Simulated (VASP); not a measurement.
# Al (R3m) in VASP: single point with r2SCAN

Aim: the single point of Al with r2SCAN.

Program: VASP 6.6.1. These are calculated values, not measurements. Logs are shortened: lines on timing, memory, paths and dates and some standing lists are left out, and cuts for length are marked.

**1. The cell of the first run**

It takes space group R3m (No. 160, trigonal). The conventional cell has a = 2.822 Å, b = 2.822 Å, c = 55.572 Å, α = 90.00°, β = 90.00°, γ = 120.00°. Al (site symmetry 3m) has 12 Al at 2.82 to 2.83 Å within 3.7 Å. Within 3.7 Å of Al (site symmetry 3m) lie 12 Al at 2.82 to 2.83 Å. Al (site symmetry 3m) has 12 Al at 2.82 to 2.83 Å within 3.7 Å. Within 3.7 Å of Al (site symmetry 3m) lie 12 Al at 2.82 to 2.83 Å. Al (site symmetry 3m) has 12 Al at 2.82 to 2.83 Å within 3.7 Å. Within 3.7 Å of Al (site symmetry 3m) lie 12 Al at 2.82 to 2.83 Å. Within 3.7 Å of Al (site symmetry 3m) lie 12 Al at 2.82 to 2.83 Å. Al (site symmetry 3m) has 12 Al at 2.82 to 2.83 Å within 3.7 Å.

**2. Single point, r2SCAN**

POSCAR

```
Al
1.0
   -2.8221979689      0.0000000000      0.0000000000
   -1.4110989845     -2.4440951356      0.0000000000
   -2.8223390788     -1.6294782269     18.5241186883
Al
8
Direct
    0.5416437500      0.5416437500      0.6875000000
    0.8749937500      0.8749937500      0.1875000000
   -0.2083604167     -0.2083604167      0.8125000000
    0.1249895833      0.1249895833      0.3125000000
    0.3749687500      0.3749687500      0.9375000000
    0.7083187500      0.7083187500      0.4375000000
    0.6249979167      0.6249979167      0.0625000000
    0.2916479167      0.2916479167      0.5625000000
```

INCAR.step1

```
SYSTEM = Al
  ALGO = Normal
  EDIFF = 1E-4
  ENCUT = 520
  GGA = PE
  ISMEAR = 0
  LASPH = .TRUE.
  LCHARG = .FALSE.
  LREAL = .FALSE.
  LWAVE = .TRUE.
  NBANDS = 22
  NELM = 100
  PREC = Accurate
  SIGMA = 0.15
```

INCAR.step2

```
SYSTEM = Al
  ALGO = Normal
  EDIFF = 1E-6
  ENCUT = 520
  ISIF = 2
  ISMEAR = 0
  ISTART = 1
  LASPH = .TRUE.
  LCHARG = .FALSE.
  LMIXTAU = .TRUE.
  LREAL = .FALSE.
  LWAVE = .FALSE.
  METAGGA = R2SCAN
  NBANDS = 22
  NELM = 100
  PREC = Accurate
  SIGMA = 0.15
```

KPOINTS

```
k-points
0
G
  19 19 3
  0 0 0
```

Potentials or basis: VASP PAW PBE potentials, release 64 (Al).

On the command line:

```bash
> cat potpaw_PBE.64/Al/POTCAR > POTCAR
> cp INCAR.step1 INCAR
> mpirun -np 1 vasp_std > vasp.out
> cp INCAR.step2 INCAR
> mpirun -np 1 vasp_std > vasp.out
```

OUTCAR:

```text
SYSTEM = Al
   EDIFF = 1E-6
   ENCUT = 520
   ISIF = 2
   ISMEAR = 0
   ISTART = 1
   LASPH = .TRUE.
   LREAL = .FALSE.
   METAGGA = R2SCAN
   NELM = 100
   PREC = Accurate

 ion  position               nearest neighbor table
   1  0.542  0.542  0.688-   3 2.83   8 2.83   8 2.83   3 2.83   3 2.83   8 2.83
   2  0.875  0.875  0.188-   4 2.83   7 2.83   7 2.83   4 2.83   4 2.83   7 2.83
   3  0.792  0.792  0.812-   1 2.83   5 2.83   5 2.83   1 2.83   5 2.83   1 2.83
   4  0.125  0.125  0.312-   2 2.83   6 2.83   6 2.83   2 2.83   6 2.83   2 2.83
   5  0.375  0.375  0.938-   7 2.83   7 2.83   3 2.83   3 2.83   3 2.83   7 2.83
   6  0.708  0.708  0.438-   8 2.83   4 2.83   4 2.83   8 2.83   4 2.83   8 2.83
   7  0.625  0.625  0.062-   5 2.83   5 2.83   2 2.83   2 2.83   2 2.83   5 2.83
   8  0.292  0.292  0.562-   1 2.83   6 2.83   6 2.83   1 2.83   6 2.83   1 2.83

  LATTYP: Found a trigonal (rhomboedric) cell.
 ALAT       =    18.5956492893
 COS(alpha) =     0.9884834404

  Lattice vectors:

 A1 = (  -0.0001411099,  -1.6294782269,  18.5241186883)
 A2 = (   1.4109578746,   0.8146169087,  18.5241186883)
 A3 = (  -1.4112400943,   0.8146169087,  18.5241186883)

Analysis of symmetry for initial positions (statically):
=====================================================================
 Subroutine PRICEL returns:
 Original cell was already a primitive cell.

 Routine SETGRP: Setting up the symmetry group for a
 trigonal (rhombohedral) supercell.

 Subroutine GETGRP returns: Found  2 space group operations
 (whereof  2 operations were pure point group operations)
 out of a pool of 12 trial point group operations.

The static configuration has the point symmetry C_1h.

Analysis of symmetry for dynamics (positions and initial velocities):
=====================================================================
 Subroutine PRICEL returns:
 Original cell was already a primitive cell.

 Routine SETGRP: Setting up the symmetry group for a
 trigonal (rhombohedral) supercell.

 Subroutine GETGRP returns: Found  2 space group operations
 (whereof  2 operations were pure point group operations)
 out of a pool of 12 trial point group operations.

The dynamic configuration has the point symmetry C_1h.

 Subroutine INISYM returns: Found  2 space group operations
 (whereof  2 operations are pure point group operations),
 and found     1 'primitive' translations

----------------------------------------------------------------------------------------

                                     Primitive cell

  volume of cell :     127.7742

  direct lattice vectors                    reciprocal lattice vectors
    -2.822197969  0.000000000  0.000000000    -0.354333754  0.204574688 -0.035990916
    -1.411098984 -2.444095136  0.000000000     0.000000000 -0.409149376 -0.035990916
    -2.822339079 -1.629478227 18.524118688     0.000000000  0.000000000  0.053983675

  length of vectors
     2.822197969  2.822197969 18.808608942     0.410729300  0.410729300  0.053983675

  position of ions in fractional coordinates (direct lattice)
     0.541643750  0.541643750  0.687500000
     0.874993750  0.874993750  0.187500000
     0.791639583  0.791639583  0.812500000
     0.124989583  0.124989583  0.312500000
     0.374968750  0.374968750  0.937500000
     0.708318750  0.708318750  0.437500000
     0.624997917  0.624997917  0.062500000
     0.291647917  0.291647917  0.562500000

  ion indices of the primitive-cell ions
   primitive index   ion index
                 1           1
                 2           2
                 3           3
                 4           4
                 5           5
                 6           6
                 7           7
                 8           8

----------------------------------------------------------------------------------------

 KPOINTS: k-points

Automatic generation of k-mesh.
 Grid dimensions read from file:
 generate k-points for:   19   19    3

 Generating k-lattice:

  Cartesian coordinates                     Fractional coordinates (reciprocal lattice)
    -0.018649145  0.010767089 -0.001894259     0.052631579  0.000000000 -0.000000000
     0.000000000 -0.021534178 -0.001894259     0.000000000  0.052631579  0.000000000
     0.000000000  0.000000000  0.017994558     0.000000000  0.000000000  0.333333333

  Length of vectors
     0.021617332  0.021617332  0.017994558

  Shift w.r.t. Gamma in fractional coordinates (k-lattice)
     0.000000000  0.000000000  0.000000000

 -----------------------------------------------------------------------------
|                                                                             |
|           W    W    AA    RRRRR   N    N  II  N    N   GGGG   !!!           |
|           W    W   A  A   R    R  NN   N  II  NN   N  G    G  !!!           |
|           W    W  A    A  R    R  N N  N  II  N N  N  G       !!!           |
|           W WW W  AAAAAA  RRRRR   N  N N  II  N  N N  G  GGG   !            |
|           WW  WW  A    A  R   R   N   NN  II  N   NN  G    G                |
|           W    W  A    A  R    R  N    N  II  N    N   GGGG   !!!           |
|                                                                             |
|     Your reciprocal lattice and k-lattice belong to different lattice       |
|     classes:                                                                |
|                                                                             |
|        The reciprocal lattice is rhombohedral (trigonal),                   |
|        whereas your k-lattice is base-centered monoclinic.                  |
|                                                                             |
|     Results are often still useful ...                                      |
|                                                                             |
 -----------------------------------------------------------------------------

 WARNING: IBZKPT: internal override: KBLOWUP is changed to .FALSE.
      ... skipping the blow-up phase ...

 Subroutine IBZKPT returns following result:
 ===========================================

 Found    290 irreducible k-points:

 Following reciprocal coordinates:
            Coordinates               Weight
  0.000000  0.000000  0.000000      1.000000
  0.052632  0.000000  0.000000      4.000000
  0.105263  0.000000  0.000000      4.000000
  0.157895  0.000000 -0.000000      4.000000
  0.210526  0.000000  0.000000      4.000000
  0.263158  0.000000 -0.000000      4.000000
[... 16 lines left out ...]
 -0.315789  0.052632  0.000000      4.000000
 -0.263158  0.052632  0.000000      4.000000
 [... further k-points ...]
   k-points           NKPTS =    290   k-points in BZ     NKDIM =    290   number of bands    NBANDS=     22
   number of dos      NEDOS =    301   number of ions     NIONS =      8
   total plane-waves  NPLWV =  80640
   dimension x,y,z NGX =    24 NGY =   24 NGZ =  140
   dimension x,y,z NGXF=    48 NGYF=   48 NGZF=  280
   ions per type =               8
   NGX,Y,Z   is equivalent  to a cutoff of  14.14, 14.14, 12.37 a.u.
   NGXF,Y,Z  is equivalent  to a cutoff of  28.28, 28.28, 24.75 a.u.
 SYSTEM =  Al
   PREC   = accura    normal or accurate (medium, high low for compatibility)
   ISTART =      1    job   : 0-new  1-cont  2-samecut
   ICHARG =      0    charge: 1-file 2-atom 10-const
   ISPIN  =      1    spin polarized calculation?
   LNONCOLLINEAR =      F non collinear calculations
   LSORBIT =      F    spin-orbit coupling
   LASPH  =      T    aspherical Exc in radial PAW
   ENCUT  =  520.0 eV  38.22 Ry    6.18 a.u.   5.25  5.25 34.97*2*pi/ulx,y,z
   NELM   =    100;   NELMIN=  2; NELMDL=  0     # of ELM steps
   EDIFF  = 0.1E-05   stopping-criterion for ELM
   LREAL  =      F    real-space projection
   EDIFFG = 0.1E-04   stopping-criterion for IOM
   NSW    =      0    number of steps for IOM
   IBRION =     -1    ionic relax: 0-MD 1-quasi-New 2-CG
   NFREE  =      0    steps in history (QN), initial steepest desc. (CG)
   ISIF   =      2    stress and relaxation
   ISYM   =      2    0-nonsym 1-usesym 2-fastsym
   POTIM  = 0.5000    time-step for ionic-motion
   TEBEG  =    0.0;   TEEND  =   0.0 temperature during run
   PSTRESS=    0.0 pullay stress
   NELECT =      24.0000    total number of electrons
   NUPDOWN=      -1.0000    fix difference up-down
   EMIN   =  10.00;   EMAX   =-10.00  energy-range for DOS
   EFERMI =   0.00;   METHOD = LEGACY
   ISMEAR =     0;   SIGMA  =   0.15  broadening in eV -4-tet -1-fermi 0-gaus
   EFERMI_NEDOS =   21; number of points for ismear=-14 and -15
   IALGO  =     38    algorithm
   IMIX   =      4    mixing-type and parameters
     AMIX     =   0.40;   BMIX     =  1.00
     AMIX_MAG =   1.60;   BMIX_MAG =  1.00
  volume/ion in A,a.u.               =      15.97       107.78
  Fermi-wavevector in a.u.,A,eV,Ry     =   0.937557  1.771725 11.959692  0.879013
  Thomas-Fermi vector in A             =   2.064680
   LORBIT       =      0    0 simple, 1 ext, 2 COOP (PROOUT), +10 PAW based schemes
   METAGGA = R2SCAN    functional components
   LHFCALC =     F    Hartree Fock is set to
   AEXX    =    0.0000 exact exchange contribution
   IVDW    =     0    specifies the selected vdW correction
   LEPSILON=     F    determine dielectric tensor
   LRPA    =     F    only Hartree local field effects (RPA)
 non-spin polarized calculation
 Gauss-broadening in eV      SIGMA  =   0.15
  energy-cutoff  :      520.00
  volume of cell :      127.77
 maximum number of plane-waves:      3469
 NGX is ok and might be reduce to    24
   NGX = 11   NGY = 11   NGZ = 69

 number of electron      24.0000000 magnetization

 Free energy of the ion-electron system (eV)
  ---------------------------------------------------
  ext. energy  EPLUGINS =         0.00000000
  ---------------------------------------------------
  free energy    TOTEN  =       -53.78306941 eV

  energy without entropy =      -53.74908502  energy(sigma->0) =      -53.76607721

 E-fermi :   8.3533     XC(G=0): -11.0317

 val. band max:        8.3470390266   @ k =   0.4737   0.4211   0.3333
 cond. band min:       8.3535732522   @ k =   0.3158  -0.0000   0.3333
 fundamental gap:      0.0065342256
 Fermi energy:         8.3532614284

 k-point     1 :       0.0000    0.0000    0.0000
  band No.  band energies     occupation
      1      -3.7156      2.00000
      2      -3.2614      2.00000
      3      -3.2542      2.00000
      4      -1.8952      2.00000
      5      -1.8916      2.00000
      6       0.3495      2.00000
[... 14 lines left out ...]
     21      20.3007      0.00000
     22      20.3338      0.00000

 k-point     2 :       0.0526    0.0000    0.0000
  band No.  band energies     occupation
      1      -3.6421      2.00000
      2      -3.2168      2.00000
      3      -3.1523      2.00000
      4      -1.8844      2.00000
      5      -1.7574      2.00000
      6       0.3285      2.00000
[... 14 lines left out ...]
     21      19.4083      0.00000
     22      19.6818      0.00000

 k-point     3 :       0.1053    0.0000    0.0000
  band No.  band energies     occupation
      1      -3.4219      2.00000
      2      -3.0291      2.00000
      3      -2.9009      2.00000
      4      -1.7304      2.00000
      5      -1.4768      2.00000
      6       0.4487      2.00000
[... 14 lines left out ...]
     21      18.2608      0.00000
     22      18.5122      0.00000
[... 476 lines left out ...]
 k-point    23 :      -0.3158    0.0526    0.0000
  band No.  band energies     occupation
      1      -0.6007      2.00000
      2      -0.3103      2.00000
      3       0.0032      2.00000
      4       0.8673      2.00000
      5       1.4870      2.00000
      6       2.9002      2.00000
[... 14 lines left out ...]
     21      14.0159      0.00000
     22      14.3120      0.00000

 k-point    24 :      -0.2632    0.0526    0.0000
  band No.  band energies     occupation
      1      -1.4639      2.00000
      2      -1.1399      2.00000
      3      -0.8874      2.00000
      4       0.0777      2.00000
      5       0.5774      2.00000
      6       2.1613      2.00000
[... 14 lines left out ...]
     21      14.2735      0.00000
     22      14.8313      0.00000

 [... further k-points ...]

------------------------ aborting loop because EDIFF is reached ----------------------------------------

  FORCE on cell =-STRESS in cart. coord.  units (eV):
  Direction    XX          YY          ZZ          XY          YZ          ZX
  --------------------------------------------------------------------------------------
  -------------------------------------------------------------------------------------
  Total       -0.1572849     -0.1020276     -0.3569258     -0.0478542      0.0192073      0.0332679
  in kB       -1.9722157     -1.2793379     -4.4755392     -0.6000498      0.2408424      0.4171511
  external PRESSURE =      -2.5756976 kB  Pullay stress =       0.0000000 kB

 VOLUME and BASIS-vectors are now :
 -----------------------------------------------------------------------------
  energy-cutoff  :      520.00
  volume of cell :      127.77
      direct lattice vectors                 reciprocal lattice vectors
    -2.822197969  0.000000000  0.000000000    -0.354333754  0.204574688 -0.035990916
    -1.411098984 -2.444095136  0.000000000     0.000000000 -0.409149376 -0.035990916
    -2.822339079 -1.629478227 18.524118688     0.000000000  0.000000000  0.053983675

 POSITION                                       TOTAL-FORCE (eV/Angst)
 -----------------------------------------------------------------------------------
     -4.23330     -2.44410     12.73533        -0.000569     -0.000329      0.011707
     -4.23330     -2.44410      3.47327         0.000363      0.000210     -0.071167
     -5.64440     -3.25879     15.05085        -0.000514     -0.000297     -0.064434
     -1.41110     -0.81470      5.78879         0.000201      0.000116      0.018551
     -4.23330     -2.44410     17.36636         0.000002      0.000001      0.035843
     -4.23330     -2.44410      8.10430         0.000395      0.000228      0.003248
     -2.82220     -1.62940      1.15776         0.000720      0.000416      0.065658
     -2.82220     -1.62940     10.41982        -0.000599     -0.000346      0.000596
 -----------------------------------------------------------------------------------
    total drift:                                0.000006      0.000004     -0.000010

  FREE ENERGIE OF THE ION-ELECTRON SYSTEM (eV)
  ---------------------------------------------------
  free  energy   TOTEN  =       -53.7830694060 eV

  energy  without entropy=      -53.7490850220  energy(sigma->0) =      -53.76607721
```

Wall time 89 min (1 thread of Oxide Virtual Turin-like, shared host); peak memory 0.66 GiB.

Results:

| Quantity | Value |
| --- | --- |
| Free energy | -53.7831 eV |
| Pressure | -0.3 GPa |
| Largest force | 0.071 eV/Å |
| Band gap on the k mesh | zero (bands 12 and 13 overlap by 5.98 eV) |

Forces in eV/Å, atoms in the order of the input:
```
Al  -0.001  0.000  0.012
Al   0.000  0.000 -0.071
Al  -0.001  0.000 -0.064
Al   0.000  0.000  0.019
Al   0.000  0.000  0.036
Al   0.000  0.000  0.003
Al   0.001  0.000  0.066
Al  -0.001  0.000  0.001
```

Stress tensor (GPa, compression positive):
```
-0.20 -0.06  0.04
-0.06 -0.13  0.02
 0.04  0.02 -0.45
```

Levels at points of the mesh, in eV from the Fermi level:
| k point | band 9 | band 10 | band 11 | band 12 | band 13 | band 14 | band 15 | band 16 |
| --- | --- | --- | --- | --- | --- | --- | --- | --- |
| (0.00, 0.00, 0.00) | -4.64 | -0.99 | -0.99 | 3.64 | 3.64 | 8.86 | 8.88 | 11.80 |

Caveat: the PAW data sets were made with another functional, which shifts forces and pressure a little.
